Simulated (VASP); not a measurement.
Wanted: the native input for a VASP 6.6.1 run.

| Quantity | Value |
| --- | --- |
| Task | single point |
| Functional | r2SCAN |
| Potentials or basis | VASP PAW PBE potentials, release 64 (Ba_sv, Ti_sv, O_h) |
| Cutoff | 910 eV |
| k mesh | 7 × 7 × 7 |
| Occupations | fermi-dirac, width 0.05 eV |
| Spin | no spin polarisation |
| Dipole correction | no |
| Further INCAR settings | ALGO = Normal; EDIFF = 1e-06; NBANDS = 28 |

BaTiO3:

```
Ba Ti O
1.0
     3.92422    0.00000    0.00000
     0.00000    3.92422    0.00000
     0.00000    0.00000    3.92422
Ba Ti O
1 1 3
Direct
  0.50000 0.50000 0.50000
  0.00000 0.00000 0.00000
  0.00000 0.00000 0.50000
  0.00000 0.50000 0.00000
  0.50000 0.00000 0.00000
```

One way to write it, as run:

POSCAR

```
BaTiO3
1.0
    3.9242219515      0.0000000000      0.0000000000
    0.0000000000      3.9242219515      0.0000000000
    0.0000000000      0.0000000000      3.9242219515
Ba Ti O
1 1 3
Direct
    0.5000000000      0.5000000000      0.5000000000
    0.0000000000      0.0000000000      0.0000000000
    0.0000000000      0.0000000000      0.5000000000
    0.0000000000      0.5000000000      0.0000000000
    0.5000000000      0.0000000000      0.0000000000
```

INCAR.step1

```
SYSTEM = BaTiO3
PREC = Accurate ; ENCUT = 910
ISMEAR = -1 ; SIGMA = 0.05
LREAL = .FALSE. ; LASPH = .TRUE.
NELM = 120 ; NBANDS = 28
GGA = PE ; ALGO = Normal
EDIFF = 1E-5 ; LWAVE = .TRUE.
LCHARG = .FALSE. ; GGA_COMPAT = .FALSE.
```

INCAR.step2

```
SYSTEM = BaTiO3
PREC = Accurate ; ENCUT = 910
EDIFF = 1E-6 ; ISMEAR = -1
SIGMA = 0.05 ; LREAL = .FALSE.
LASPH = .TRUE. ; NELM = 120
ALGO = Normal ; ISIF = 2
LWAVE = .FALSE. ; LCHARG = .FALSE.
METAGGA = R2SCAN ; LMIXTAU = .TRUE.
NBANDS = 28 ; ISTART = 1
GGA_COMPAT = .FALSE.
```

KPOINTS

```
regular mesh
0
G
  7 7 7
  0 0 0
```

Potentials or basis: VASP PAW PBE potentials, release 64 (Ba_sv, Ti_sv, O_h).

Launch:

```console
$ cat potpaw_PBE.64/Ba_sv/POTCAR potpaw_PBE.64/Ti_sv/POTCAR potpaw_PBE.64/O_h/POTCAR > POTCAR
$ cp INCAR.step1 INCAR
$ mpirun -np 1 vasp_std > vasp.out
$ cp INCAR.step2 INCAR
$ mpirun -np 1 vasp_std > vasp.out
```

It gave:

| Item | Value |
| --- | --- |
| Pressure | 13.0 GPa |
| Band gap on the k mesh | 2.35 eV (least direct gap 2.37 eV) |

Caveat: the cutoff is under 1.25 times the usual one of these potentials, so pressure, stress and relaxed cells hold a basis-set (Pulay) error; the cell stands under pressure; the PAW data sets were made with another functional, which shifts forces and pressure a little; spin-orbit coupling is left out, which moves the levels of the heavy elements; an odd mesh through Γ misses points on the zone boundary, where band edges can lie.

Run time: 4.8 min on 1 thread of AMD EPYC 7R43 64-Core Processor (Zen 3) (shared host), peak memory 0.27 GiB.
